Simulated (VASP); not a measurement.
# Zn4S (P-43m) in VASP: a series of runs

Runs on Zn4S. Level: PBE. Tasks: single point, relaxation of cell and atoms.

Program: VASP 6.6.1. These are calculated values, not measurements. Logs are shortened: lines on timing, memory, paths and dates and some standing lists are left out, and cuts for length are marked.

## (1) The cell of the first run

The structure is cubic, space group P-43m (No. 215). Conventional cell: a = 4.511 Å, b = 4.511 Å, c = 4.511 Å, α = 90.00°, β = 90.00°, γ = 90.00°. Within 3.1 Å of Zn (site symmetry 3m) lie 1 S at 2.33 Å and 3 Zn at 2.58 Å. Within 3.1 Å of S (site symmetry -43m) lie 4 Zn at 2.33 Å.

## (2) Single point, PBE

Input file INCAR:

```
PREC = Accurate
ENCUT = 520
EDIFF = 1E-6
ISMEAR = 0
SIGMA = 0.1
LREAL = False
LASPH = True
NELM = 80
ALGO = Normal
ISIF = 2
LWAVE = False
LCHARG = False
GGA = PE
NBANDS = 35
```

Input file KPOINTS:

```
regular mesh
0
Gamma
  4 4 4
```

Input file POSCAR:

```
Zn4S
1.0
    4.5114485718      0.0000000000      0.0000000000
    0.0000000000      4.5114485718      0.0000000000
    0.0000000000      0.0000000000      4.5114485718
Zn S
4 1
Direct
    0.2975641048      0.2975641048      0.2975641048
    0.7024358952      0.7024358952      0.2975641048
    0.7024358952      0.2975641048      0.7024358952
    0.2975641048      0.7024358952      0.7024358952
    0.0000000000      0.0000000000      0.0000000000
```

Potentials or basis: VASP PAW PBE potentials, release 64 (Zn, S).

Started as:

```bash
$ cat potpaw_PBE.64/Zn/POTCAR potpaw_PBE.64/S/POTCAR > POTCAR
$ mpirun -np 1 vasp_std > vasp.out
```

OUTCAR:

```text
PREC = Accurate
   ENCUT = 520
   EDIFF = 1E-6
   ISMEAR = 0
   LREAL = False
   LASPH = True
   NELM = 80
   ISIF = 2
   GGA = PE

 ion  position               nearest neighbor table
   1  0.298  0.298  0.298-   5 2.33   3 2.58   4 2.58   2 2.58
   2  0.702  0.702  0.298-   5 2.33   3 2.58   4 2.58   1 2.58
   3  0.702  0.298  0.702-   5 2.33   2 2.58   4 2.58   1 2.58
   4  0.298  0.702  0.702-   5 2.33   2 2.58   3 2.58   1 2.58
   5  0.000  0.000  0.000-   1 2.33   2 2.33   3 2.33   4 2.33

  LATTYP: Found a simple cubic cell.
 ALAT       =     4.5114485718

  Lattice vectors:

 A1 = (   4.5114485718,   0.0000000000,   0.0000000000)
 A2 = (   0.0000000000,   4.5114485718,   0.0000000000)
 A3 = (   0.0000000000,   0.0000000000,   4.5114485718)

Analysis of symmetry for initial positions (statically):
=====================================================================
 Subroutine PRICEL returns:
 Original cell was already a primitive cell.

 Routine SETGRP: Setting up the symmetry group for a
 simple cubic supercell.

 Subroutine GETGRP returns: Found 24 space group operations
 (whereof 24 operations were pure point group operations)
 out of a pool of 48 trial point group operations.

The static configuration has the point symmetry T_d .

Analysis of symmetry for dynamics (positions and initial velocities):
=====================================================================
 Subroutine PRICEL returns:
 Original cell was already a primitive cell.

 Routine SETGRP: Setting up the symmetry group for a
 simple cubic supercell.

 Subroutine GETGRP returns: Found 24 space group operations
 (whereof 24 operations were pure point group operations)
 out of a pool of 48 trial point group operations.

The dynamic configuration has the point symmetry T_d .

 Subroutine INISYM returns: Found 24 space group operations
 (whereof 24 operations are pure point group operations),
 and found     1 'primitive' translations

----------------------------------------------------------------------------------------

                                     Primitive cell

  volume of cell :      91.8223

  direct lattice vectors                    reciprocal lattice vectors
[... 76 lines left out ...]
   ENCUT  =  520.0 eV  38.22 Ry    6.18 a.u.   8.39  8.39  8.39*2*pi/ulx,y,z
   NELM   =     80;   NELMIN=  2; NELMDL= -5     # of ELM steps
   EDIFF  = 0.1E-05   stopping-criterion for ELM
   LREAL  =      F    real-space projection
   EDIFFG = 0.1E-04   stopping-criterion for IOM
   NSW    =      0    number of steps for IOM
   IBRION =     -1    ionic relax: 0-MD 1-quasi-New 2-CG
   NFREE  =      0    steps in history (QN), initial steepest desc. (CG)
   ISIF   =      2    stress and relaxation
   ISYM   =      2    0-nonsym 1-usesym 2-fastsym
   POTIM  = 0.5000    time-step for ionic-motion
   TEBEG  =    0.0;   TEEND  =   0.0 temperature during run
   PSTRESS=    0.0 pullay stress
   NELECT =      54.0000    total number of electrons
   NUPDOWN=      -1.0000    fix difference up-down
   EMIN   =  10.00;   EMAX   =-10.00  energy-range for DOS
   EFERMI =   0.00;   METHOD = LEGACY
   ISMEAR =     0;   SIGMA  =   0.10  broadening in eV -4-tet -1-fermi 0-gaus
   EFERMI_NEDOS =   21; number of points for ismear=-14 and -15
   IALGO  =     38    algorithm
   IMIX   =      4    mixing-type and parameters
     AMIX     =   0.40;   BMIX     =  1.00
     AMIX_MAG =   1.60;   BMIX_MAG =  1.00
  volume/ion in A,a.u.               =      18.36       123.93
  Fermi-wavevector in a.u.,A,eV,Ry     =   1.371587  2.591924 25.595978  1.881251
  Thomas-Fermi vector in A             =   2.497271
   LORBIT       =      0    0 simple, 1 ext, 2 COOP (PROOUT), +10 PAW based schemes
   GGA     = PE    functional components
   LHFCALC =     F    Hartree Fock is set to
   AEXX    =    0.0000 exact exchange contribution
   IVDW    =     0    specifies the selected vdW correction
   LEPSILON=     F    determine dielectric tensor
   LRPA    =     F    only Hartree local field effects (RPA)
 non-spin polarized calculation
 Gauss-broadening in eV      SIGMA  =   0.10
  energy-cutoff  :      520.00
  volume of cell :       91.82
 maximum number of plane-waves:      2517
 NGX is ok and might be reduce to    36
   NGX = 17   NGY = 17   NGZ = 17

 number of electron      53.9999923 magnetization

 Free energy of the ion-electron system (eV)
  ---------------------------------------------------
  ext. energy  EPLUGINS =         0.00000000
  ---------------------------------------------------
  free energy    TOTEN  =        -8.48568156 eV

  energy without entropy =       -8.46369024  energy(sigma->0) =       -8.47468590

 E-fermi :   2.6891     XC(G=0): -10.3901

 val. band max:        2.6714553467   @ k =   0.5000   0.5000   0.0000
 cond. band min:       2.7559296002   @ k =   0.2500   0.0000   0.0000
 fundamental gap:      0.0844742535
 Fermi energy:         2.6891062618

 k-point     1 :       0.0000    0.0000    0.0000
  band No.  band energies     occupation
      1     -11.4046      2.00000
      2      -5.2108      2.00000
      3      -5.2108      2.00000
      4      -5.2108      2.00000
      5      -5.0564      2.00000
      6      -4.9203      2.00000
[... 369 lines left out ...]
     34      11.5575      0.00000
     35      12.1313      0.00000

------------------------ aborting loop because EDIFF is reached ----------------------------------------

  FORCE on cell =-STRESS in cart. coord.  units (eV):
  Direction    XX          YY          ZZ          XY          YZ          ZX
  --------------------------------------------------------------------------------------
  -------------------------------------------------------------------------------------
  Total        0.1696577      0.1696577      0.1696577     -0.0000000     -0.0000000     -0.0000000
  in kB        2.9603028      2.9603028      2.9603028     -0.0000000     -0.0000000     -0.0000000
  external PRESSURE =       2.9603028 kB  Pullay stress =       0.0000000 kB

 VOLUME and BASIS-vectors are now :
 -----------------------------------------------------------------------------
  energy-cutoff  :      520.00
  volume of cell :       91.82
      direct lattice vectors                 reciprocal lattice vectors
     4.511448572  0.000000000  0.000000000     0.221658295  0.000000000  0.000000000
     0.000000000  4.511448572  0.000000000     0.000000000  0.221658295  0.000000000
     0.000000000  0.000000000  4.511448572     0.000000000  0.000000000  0.221658295

 POSITION                                       TOTAL-FORCE (eV/Angst)
 -----------------------------------------------------------------------------------
      1.34245      1.34245      1.34245        -0.002947     -0.002947     -0.002947
      3.16900      3.16900      1.34245         0.002947      0.002947     -0.002947
      3.16900      1.34245      3.16900         0.002947     -0.002947      0.002947
      1.34245      3.16900      3.16900        -0.002947      0.002947      0.002947
      0.00000      0.00000      0.00000         0.000000     -0.000000     -0.000000
 -----------------------------------------------------------------------------------
    total drift:                                0.000000      0.000000     -0.000000

  FREE ENERGIE OF THE ION-ELECTRON SYSTEM (eV)
  ---------------------------------------------------
  free  energy   TOTEN  =        -8.4856815576 eV

  energy  without entropy=       -8.4636902437  energy(sigma->0) =       -8.47468590
```

OSZICAR:

```text
N       E                     dE             d eps       ncg     rms          rms(c)
DAV:   1     0.352860318121E+03    0.35286E+03   -0.25973E+04   700   0.215E+03
DAV:   2     0.226607996562E+02   -0.33020E+03   -0.32032E+03   700   0.417E+02
DAV:   3    -0.826150202985E+01   -0.30922E+02   -0.30280E+02   792   0.126E+02
DAV:   4    -0.919330396437E+01   -0.93180E+00   -0.92725E+00   788   0.203E+01
DAV:   5    -0.920309261657E+01   -0.97887E-02   -0.97866E-02   793   0.195E+00    0.102E+01
DAV:   6    -0.848501831640E+01    0.71807E+00   -0.25057E+00   905   0.273E+01    0.794E+00
DAV:   7    -0.849556226775E+01   -0.10544E-01   -0.66310E-01   739   0.536E+00    0.305E+00
DAV:   8    -0.848611956334E+01    0.94427E-02   -0.31397E-02   841   0.106E+00    0.891E-01
DAV:   9    -0.848571008005E+01    0.40948E-03   -0.74935E-03   753   0.569E-01    0.169E-01
DAV:  10    -0.848564882552E+01    0.61255E-04   -0.90372E-04   964   0.206E-01    0.884E-02
DAV:  11    -0.848567975540E+01   -0.30930E-04   -0.26553E-04   733   0.101E-01    0.413E-02
DAV:  12    -0.848568246700E+01   -0.27116E-05   -0.92822E-06   754   0.203E-02    0.153E-02
DAV:  13    -0.848568155764E+01    0.90936E-06   -0.25423E-06   520   0.956E-03
   1 F= -.84856816E+01 E0= -.84746859E+01  d E =-.219913E-01
```

stdout:

```text
POSCAR found type information on POSCAR ZnS
 POSCAR found :  2 types and       5 ions
 scaLAPACK will be used
 LDA part: xc-table for (Slater+PW92), standard interpolation
 POSCAR, INCAR and KPOINTS ok, starting setup
 FFT: planning ... GRIDC
 FFT: planning ... GRID_SOFT
 FFT: planning ... GRID
 WAVECAR not read
 entering main loop
```

It took 26 s on 1 thread of Intel Xeon Platinum 8259CL at 2.50GHz (Skylake/Cascade Lake), shared host; peak memory 0.2 GiB.

Results:

```yaml
Free_energy: -8.4857 eV
Pressure: 0.3 GPa
Largest_force: 0.005 eV/Å
Band_gap_on_the_k_mesh: zero (band 27 reaches 3.92 eV, above the bottom of band 28 at -0.03 eV)
```

Forces in eV/Å, atoms in the order of the input:
```
Zn  -0.003 -0.003 -0.003
Zn   0.003  0.003 -0.003
Zn   0.003 -0.003  0.003
Zn  -0.003  0.003  0.003
S    0.000  0.000  0.000
```

Levels at points of the mesh, in eV from the Fermi level:
```
           k point  band 24  band 25  band 26  band 27  band 28  band 29  band 30  band 31
(0.00, 0.00, 0.00)    -3.92    -3.92    -0.49    -0.49     1.97     1.97     1.97     3.13
(0.50, 0.00, 0.00)    -3.74    -3.24    -3.08     1.23     1.23     1.24     2.22     4.33
(0.50, 0.50, 0.00)    -5.43    -3.54    -0.02    -0.02     0.58     2.10     2.46     2.96
(0.50, 0.50, 0.50)    -4.82    -4.24    -2.72    -2.72    -2.72     4.20     4.20     4.20
```

[end of part 1 of 2]
